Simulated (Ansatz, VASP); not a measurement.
**ZnSe: VASP beside Ansatz**

```
Zn Se
1.0
     0.00000    3.02013    2.90118
     2.90118    0.00000    2.90118
     2.90118    3.02013    0.00000
Zn Se
1 1
Direct
  0.00000 0.00000 0.00000
  0.75000 0.75000 0.75000
```

Alike in both runs: task single point; functional PBE; k mesh 10 × 10 × 10; occupations gaussian, width 0.05 eV; no spin polarisation.

|  | VASP | Ansatz |
| --- | --- | --- |
| version | VASP 6.6.1 | Ansatz 0.2.0 |
| potentials or method | VASP PAW PBE potentials, release 64 (Zn, Se), cutoff 520 eV | scalar-relativistic, plane waves, PAW |
| valence electrons in the cell | 18 | 28 |

|  | VASP | Ansatz | Ansatz less VASP |
| --- | --- | --- | --- |
| gap on the k mesh at the Fermi level (eV) | 0.81 | 0.81 | 0.000 |
| least direct gap on the mesh (eV) | 0.81 | 0.81 | 0.000 |
| pressure (GPa) | -3.5 | -3.7 | -0.14 |
| traceless stress, the component that is largest in VASP (GPa) | -1.00 | -1.01 | -0.006 |

VASP's potentials hold 18 valence electrons a cell and Ansatz's 28, so a difference there can come from the potentials and not from the codes.
